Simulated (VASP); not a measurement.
# AlN (I-4m2) in VASP: settings compared

The runs below take AlN through single point, with r2SCAN, HSE06.

Program: VASP 6.6.1. These are calculated values, not measurements. Logs are shortened: lines on timing, memory, paths and dates and some standing lists are left out, and cuts for length are marked.

## 1. The cell of the first run

The structure is tetragonal, space group I-4m2 (No. 119). The conventional cell has a = 3.090 Å, b = 3.090 Å, c = 4.545 Å, α = 90.00°, β = 90.00°, γ = 90.00°. Within 2.5 Å of Al (site symmetry -4m2) lie 4 N at 1.92 Å. Within 2.5 Å of N (site symmetry -4m2) lie 4 Al at 1.92 Å.

## 2. Single point, r2SCAN (uniaxial z strain +4.0%)

The input, POSCAR:

```
AlN
1.0
    0.0000000000      2.1848764125      2.2722714690
    2.1848764125      0.0000000000      2.2722714690
    2.1848764125      2.1848764125      0.0000000000
Al N
1 1
Direct
    0.0000000000      0.0000000000      0.0000000000
    0.2500000000      0.2500000000      0.2500000000
```

The input, INCAR.step1:

```
SYSTEM = AlN
PREC = Accurate ; ENCUT = 520
ISMEAR = 0 ; SIGMA = 0.01
LREAL = .FALSE. ; LASPH = .TRUE.
NELM = 100 ; NBANDS = 11
GGA = PE ; ALGO = Normal
EDIFF = 1E-4 ; LWAVE = .TRUE.
LCHARG = .FALSE.
```

The input, INCAR.step2:

```
SYSTEM = AlN
PREC = Accurate ; ENCUT = 520
EDIFF = 1E-6 ; ISMEAR = 0
SIGMA = 0.01 ; LREAL = .FALSE.
LASPH = .TRUE. ; NELM = 100
ALGO = Normal ; ISIF = 2
LWAVE = .FALSE. ; LCHARG = .TRUE.
METAGGA = R2SCAN ; LMIXTAU = .TRUE.
LELF = .TRUE. ; LVHAR = .TRUE.
NBANDS = 11 ; ISTART = 1
```

The input, KPOINTS:

```
regular mesh
0
G
  10 10 10
  0 0 0
```

Potentials or basis: VASP PAW PBE potentials, release 64 (Al, N).

Launch:

```
$ cat potpaw_PBE.64/Al/POTCAR potpaw_PBE.64/N/POTCAR > POTCAR
$ cp INCAR.step1 INCAR
$ mpirun -np 1 vasp_std > vasp.out
$ cp INCAR.step2 INCAR
$ mpirun -np 1 vasp_std > vasp.out
```

OUTCAR:

```text
SYSTEM = AlN
   PREC = Accurate
   ENCUT = 520
   EDIFF = 1E-6
   ISMEAR = 0
   LREAL = .FALSE.
   LASPH = .TRUE.
   NELM = 100
   ISIF = 2
   METAGGA = R2SCAN
   ISTART = 1

 ion  position               nearest neighbor table
   1  0.000  0.000  0.000-   2 1.92   2 1.92   2 1.92   2 1.92
   2  0.250  0.250  0.250-   1 1.92   1 1.92   1 1.92   1 1.92

  LATTYP: Found a body centered tetragonal cell.
 ALAT       =     3.0898818547
 C/A-ratio  =     1.4707821049

  Lattice vectors:

 A1 = (  -2.1848764125,   0.0000000000,   2.2722714690)
 A2 = (   2.1848764125,   0.0000000000,   2.2722714690)
 A3 = (   0.0000000000,   2.1848764125,  -2.2722714690)

Analysis of symmetry for initial positions (statically):
=====================================================================
 Subroutine PRICEL returns:
 Original cell was already a primitive cell.

 Routine SETGRP: Setting up the symmetry group for a
 body centered tetragonal supercell.

 Subroutine GETGRP returns: Found  8 space group operations
 (whereof  8 operations were pure point group operations)
 out of a pool of 16 trial point group operations.

The static configuration has the point symmetry D_2d.

Analysis of symmetry for dynamics (positions and initial velocities):
=====================================================================
 Subroutine PRICEL returns:
 Original cell was already a primitive cell.

 Routine SETGRP: Setting up the symmetry group for a
 body centered tetragonal supercell.

 Subroutine GETGRP returns: Found  8 space group operations
 (whereof  8 operations were pure point group operations)
 out of a pool of 16 trial point group operations.

The dynamic configuration has the point symmetry D_2d.

 Subroutine INISYM returns: Found  8 space group operations
 (whereof  8 operations are pure point group operations),
 and found     1 'primitive' translations

----------------------------------------------------------------------------------------

                                     Primitive cell

  volume of cell :      21.6942

  direct lattice vectors                    reciprocal lattice vectors
     0.000000000  2.184876412  2.272271469    -0.228845896  0.228845896  0.220044131
     2.184876412  0.000000000  2.272271469     0.228845896 -0.228845896  0.220044131
     2.184876412  2.184876412  0.000000000     0.228845896  0.228845896 -0.220044131

  length of vectors
     3.152285293  3.152285293  3.089881855     0.391357008  0.391357008  0.391357008

  position of ions in fractional coordinates (direct lattice)
     0.000000000  0.000000000  0.000000000
     0.250000000  0.250000000  0.250000000

  ion indices of the primitive-cell ions
   primitive index   ion index
                 1           1
                 2           2

----------------------------------------------------------------------------------------

 KPOINTS: regular mesh

Automatic generation of k-mesh.
 Grid dimensions read from file:
 generate k-points for:   10   10   10

 Generating k-lattice:

  Cartesian coordinates                     Fractional coordinates (reciprocal lattice)
    -0.022884590  0.022884590  0.022004413     0.100000000  0.000000000  0.000000000
     0.022884590 -0.022884590  0.022004413     0.000000000  0.100000000  0.000000000
     0.022884590  0.022884590 -0.022004413     0.000000000  0.000000000  0.100000000

  Length of vectors
     0.039135701  0.039135701  0.039135701

  Shift w.r.t. Gamma in fractional coordinates (k-lattice)
     0.000000000  0.000000000  0.000000000

 Subroutine IBZKPT returns following result:
 ===========================================

 Found    102 irreducible k-points:

 Following reciprocal coordinates:
            Coordinates               Weight
  0.000000  0.000000  0.000000      1.000000
  0.100000  0.000000  0.000000      8.000000
  0.200000  0.000000  0.000000      8.000000
  0.300000 -0.000000  0.000000      8.000000
  0.400000 -0.000000  0.000000      8.000000
  0.500000 -0.000000  0.000000      4.000000
[... 16 lines left out ...]
  0.300000  0.300000  0.000000      2.000000
  0.400000  0.300000  0.000000      8.000000
 [... further k-points ...]
   k-points           NKPTS =    102   k-points in BZ     NKDIM =    102   number of bands    NBANDS=     11
   number of dos      NEDOS =    301   number of ions     NIONS =      2
   total plane-waves  NPLWV =  13824
   dimension x,y,z NGX =    24 NGY =   24 NGZ =   24
   dimension x,y,z NGXF=    48 NGYF=   48 NGZF=   48
   ions per type =               1   1
   NGX,Y,Z   is equivalent  to a cutoff of  12.66, 12.66, 12.91 a.u.
   NGXF,Y,Z  is equivalent  to a cutoff of  25.31, 25.31, 25.83 a.u.
 SYSTEM =  AlN
   PREC   = accura    normal or accurate (medium, high low for compatibility)
   ISTART =      1    job   : 0-new  1-cont  2-samecut
   ICHARG =      0    charge: 1-file 2-atom 10-const
   ISPIN  =      1    spin polarized calculation?
   LNONCOLLINEAR =      F non collinear calculations
   LSORBIT =      F    spin-orbit coupling
   LASPH  =      T    aspherical Exc in radial PAW
   ENCUT  =  520.0 eV  38.22 Ry    6.18 a.u.   5.86  5.86  5.75*2*pi/ulx,y,z
   NELM   =    100;   NELMIN=  2; NELMDL=  0     # of ELM steps
   EDIFF  = 0.1E-05   stopping-criterion for ELM
   LREAL  =      F    real-space projection
   EDIFFG = 0.1E-04   stopping-criterion for IOM
   NSW    =      0    number of steps for IOM
   IBRION =     -1    ionic relax: 0-MD 1-quasi-New 2-CG
   NFREE  =      0    steps in history (QN), initial steepest desc. (CG)
   ISIF   =      2    stress and relaxation
   ISYM   =      2    0-nonsym 1-usesym 2-fastsym
   POTIM  = 0.5000    time-step for ionic-motion
   TEBEG  =    0.0;   TEEND  =   0.0 temperature during run
   PSTRESS=    0.0 pullay stress
   NELECT =       8.0000    total number of electrons
   NUPDOWN=      -1.0000    fix difference up-down
   EMIN   =  10.00;   EMAX   =-10.00  energy-range for DOS
   EFERMI =   0.00;   METHOD = LEGACY
   ISMEAR =     0;   SIGMA  =   0.01  broadening in eV -4-tet -1-fermi 0-gaus
   EFERMI_NEDOS =   21; number of points for ismear=-14 and -15
   IALGO  =     38    algorithm
   IMIX   =      4    mixing-type and parameters
     AMIX     =   0.40;   BMIX     =  1.00
     AMIX_MAG =   1.60;   BMIX_MAG =  1.00
  volume/ion in A,a.u.               =      10.85        73.20
  Fermi-wavevector in a.u.,A,eV,Ry     =   1.173970  2.218481 18.751611  1.378205
  Thomas-Fermi vector in A             =   2.310374
   LORBIT       =      0    0 simple, 1 ext, 2 COOP (PROOUT), +10 PAW based schemes
   METAGGA = R2SCAN    functional components
   LHFCALC =     F    Hartree Fock is set to
   AEXX    =    0.0000 exact exchange contribution
   IVDW    =     0    specifies the selected vdW correction
   LEPSILON=     F    determine dielectric tensor
   LRPA    =     F    only Hartree local field effects (RPA)
 non-spin polarized calculation
 Gauss-broadening in eV      SIGMA  =   0.01
  energy-cutoff  :      520.00
  volume of cell :       21.69
 maximum number of plane-waves:       604
   NGX = 11   NGY = 11   NGZ = 11

 number of electron       8.0000001 magnetization

 Free energy of the ion-electron system (eV)
  ---------------------------------------------------
  ext. energy  EPLUGINS =         0.00000000
  ---------------------------------------------------
  free energy    TOTEN  =       -19.14676717 eV

  energy without entropy =      -19.14676717  energy(sigma->0) =      -19.14676717

 E-fermi :   5.4507     XC(G=0): -11.2382

 val. band max:        5.3948951208   @ k =  -0.1000   0.1000   0.0000
 cond. band min:       9.1771166472   @ k =   0.5000   0.0000   0.5000
 fundamental gap:      3.7822215264
 Fermi energy:         5.4507177356

 k-point     1 :       0.0000    0.0000    0.0000
  band No.  band energies     occupation
      1     -10.1851      2.00000
      2       5.2092      2.00000
      3       5.3888      2.00000
      4       5.3888      2.00000
      5       9.8377      0.00000
      6      18.4223      0.00000
      7      18.4223      0.00000
      8      18.4759      0.00000
      9      22.8047      0.00000
     10      24.1706      0.00000
     11      24.2300      0.00000

 k-point     2 :       0.1000    0.0000    0.0000
  band No.  band energies     occupation
      1     -10.0454      2.00000
      2       4.5235      2.00000
      3       5.2114      2.00000
      4       5.3485      2.00000
      5      10.5066      0.00000
      6      18.0160      0.00000
      7      18.5863      0.00000
      8      18.5881      0.00000
      9      21.7557      0.00000
     10      22.8223      0.00000
     11      24.4637      0.00000

 k-point     3 :       0.2000    0.0000    0.0000
  band No.  band energies     occupation
      1      -9.6499      2.00000
      2       2.9394      2.00000
      3       5.0462      2.00000
      4       5.2481      2.00000
      5      11.6726      0.00000
      6      17.1839      0.00000
      7      18.3673      0.00000
      8      18.6892      0.00000
      9      21.5767      0.00000
     10      22.0310      0.00000
     11      23.6056      0.00000

 k-point     4 :       0.3000   -0.0000    0.0000
  band No.  band energies     occupation
      1      -9.0836      2.00000
      2       1.3216      2.00000
      3       4.8626      2.00000
      4       5.1329      2.00000
      5      12.5544      0.00000
      6      16.4313      0.00000
      7      17.6403      0.00000
      8      18.1658      0.00000
      9      22.7389      0.00000
     10      22.8796      0.00000
     11      23.5379      0.00000

 k-point     5 :       0.4000   -0.0000    0.0000
  band No.  band energies     occupation
      1      -8.5308      2.00000
      2       0.0816      2.00000
      3       4.7240      2.00000
      4       5.0462      2.00000
      5      12.9787      0.00000
      6      15.9874      0.00000
      7      17.0014      0.00000
      8      17.5894      0.00000
      9      23.6294      0.00000
     10      24.6720      0.00000
     11      25.0635      0.00000
[... 211 lines left out ...]
 k-point    21 :      -0.3000    0.2000    0.0000
  band No.  band energies     occupation
      1      -8.3676      2.00000
      2       0.7407      2.00000
      3       3.0093      2.00000
      4       4.9869      2.00000
      5      13.8819      0.00000
      6      15.1005      0.00000
      7      17.2924      0.00000
      8      18.4692      0.00000
      9      22.3615      0.00000
     10      25.0278      0.00000
     11      26.8214      0.00000

 k-point    22 :      -0.2000    0.2000    0.0000
  band No.  band energies     occupation
      1      -8.8745      2.00000
      2       1.5404      2.00000
      3       3.5342      2.00000
      4       5.2208      2.00000
      5      13.3702      0.00000
      6      16.1599      0.00000
      7      16.9129      0.00000
      8      18.6729      0.00000
      9      20.9311      0.00000
     10      24.7053      0.00000
     11      26.4272      0.00000

 k-point    23 :       0.3000    0.3000    0.0000
  band No.  band energies     occupation
      1      -8.7983      2.00000
      2       1.6903      2.00000
      3       4.2691      2.00000
      4       4.2691      2.00000
      5      11.1361      0.00000
      6      15.9648      0.00000
      7      17.2283      0.00000
      8      20.6382      0.00000
      9      20.6382      0.00000
     10      26.7810      0.00000
     11      29.8596      0.00000

 k-point    24 :       0.4000    0.3000    0.0000
  band No.  band energies     occupation
      1      -8.3839      2.00000
      2       1.0781      2.00000
      3       3.7667      2.00000
      4       4.1250      2.00000
      5      10.8329      0.00000
      6      15.8316      0.00000
      7      17.6888      0.00000
      8      20.7792      0.00000
      9      21.2369      0.00000
     10      27.5987      0.00000
     11      29.4268      0.00000

 [... further k-points ...]

------------------------ aborting loop because EDIFF is reached ----------------------------------------

  FORCE on cell =-STRESS in cart. coord.  units (eV):
  Direction    XX          YY          ZZ          XY          YZ          ZX
  --------------------------------------------------------------------------------------
  -------------------------------------------------------------------------------------
  Total       -0.8151812     -0.8151812     -1.7043663      0.0000000      0.0000000     -0.0000000
  in kB      -60.2033693    -60.2033693   -125.8721231      0.0000000      0.0000000     -0.0000000
  external PRESSURE =     -82.0929539 kB  Pullay stress =       0.0000000 kB

 VOLUME and BASIS-vectors are now :
 -----------------------------------------------------------------------------
  energy-cutoff  :      520.00
  volume of cell :       21.69
      direct lattice vectors                 reciprocal lattice vectors
     0.000000000  2.184876412  2.272271469    -0.228845896  0.228845896  0.220044131
     2.184876412  0.000000000  2.272271469     0.228845896 -0.228845896  0.220044131
     2.184876412  2.184876412  0.000000000     0.228845896  0.228845896 -0.220044131

 POSITION                                       TOTAL-FORCE (eV/Angst)
 -----------------------------------------------------------------------------------
      0.00000      0.00000      0.00000        -0.000000     -0.000000      0.000000
      1.09244      1.09244      1.13614         0.000000      0.000000     -0.000000
 -----------------------------------------------------------------------------------
    total drift:                                0.000002      0.000002     -0.000001

  FREE ENERGIE OF THE ION-ELECTRON SYSTEM (eV)
  ---------------------------------------------------
  free  energy   TOTEN  =       -19.1467671706 eV

  energy  without entropy=      -19.1467671706  energy(sigma->0) =      -19.14676717
```

It took 62 s on 1 thread of Intel Xeon 8259CL, shared host; peak memory 0.15 GiB.

Results:

- Free energy: -19.1468 eV
- Pressure: -8.2 GPa
- Band gap on the k mesh: 3.78 eV (least direct gap 4.45 eV)

Levels at points of the mesh, in eV from the valence-band top:
```csv
k point,band 1,band 2,band 3,band 4,band 5,band 6,band 7,band 8
"(0.00, 0.00, 0.00)",-15.58,-0.19,-0.01,-0.01,4.44,13.03,13.03,13.08
"(0.50, 0.00, 0.00)",-13.68,-5.80,-0.72,-0.38,7.69,10.46,11.35,11.98
"(0.50, 0.50, 0.00)",-13.20,-5.14,-1.61,-1.61,3.97,9.56,14.08,16.57
"(0.50, 0.00, 0.50)",-13.04,-4.77,-1.94,-1.93,3.78,8.94,14.78,15.67
```

Caveat: the cell differs from its parent crystal (uniaxial z strain +4.0%); the cell stands under tension; the PAW data sets were made with another functional, which shifts forces and pressure a little. A k mesh can miss the band edges.

(Part 1 of 2 ends here.)
